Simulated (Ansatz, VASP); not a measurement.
# One calculation of EuMo, two programs

File INCAR:

```
  PREC = Accurate
  ENCUT = 520
  EDIFF = 1E-7
  ISMEAR = -1
  SIGMA = 0.05
  LREAL = False
  LASPH = True
  NELM = 150
  ALGO = Fast
  ISIF = 2
  LWAVE = False
  LCHARG = False
  ISPIN = 2
  MAGMOM = 7 1
  LORBIT = 11
  LMAXMIX = 6
  GGA = PE
  IBRION = 2
  NSW = 60
  EDIFFG = -0.01
```

KPOINTS

```
Automatic mesh
0
Gamma
  6 6 6
```

File POSCAR:

```
EuMo
1.0
    3.5314500000      0.0000000000      0.0000000000
    0.0000000000      3.5314500000      0.0000000000
    0.0000000000      0.0000000000      3.5314500000
Eu Mo
1 1
Direct
    0.5000000000      0.5000000000      0.5000000000
    0.0000000000      0.0000000000      0.0000000000
```

Contents of input.yaml:

```yaml
crystal:
  lattice:
    - [3.53145, 0.0, 0.0]
    - [0.0, 3.53145, 0.0]
    - [0.0, 0.0, 3.53145]
  atoms:
    - { symbol: Eu, position: [0.5, 0.5, 0.5], spin: 7.0 }
    - { symbol: Mo, position: [0.0, 0.0, 0.0], spin: 1.0 }
hamiltonian:
  xc: pbe
  pseudopotentials: { kind: paw }
magnetization:
  spin_polarized: true
kpoints:
  mp_grid: { grid: [6, 6, 6] }
scf:
  occupations: { method: fermi_dirac, width: 0.05 }
output:
  forces: true
  stress: true
  eigenvalues: true
relax:
  f_tol: 0.01
  max_steps: 40
```

Alike in both runs: task relaxation of the atoms; functional PBE; k mesh 6 × 6 × 6; occupations fermi-dirac, width 0.05 eV; collinear spin.

|  | VASP | Ansatz |
| --- | --- | --- |
| version | VASP 6.6.1 | Ansatz 0.2.0 |
| potentials or method | VASP PAW PBE potentials, release 64 (Eu, Mo_sv) | Ansatz PAW |
| plane-wave cutoff (eV) | 520 | 420 |
| valence electrons in the cell | 31 | 31 |

```tsv
	VASP	Ansatz	Ansatz less VASP
gap on the k mesh at the Fermi level, each at its own relaxed structure (eV)	none	none	-
net moment per atom (μB)	2.73	2.73	0.000
size of the moment on the site where the two differ most (μB)	6.29	6.42	+0.126
```

Site moments also hang on the region over which each program counts them. A gap of «none» marks a metal or a gap that the smearing closes.

Spin-orbit coupling is off throughout. Noted on VASP's run: the relaxation stopped at its first step, so nothing moved. Noted on Ansatz's run: the relaxation stopped at its first step, so nothing moved.
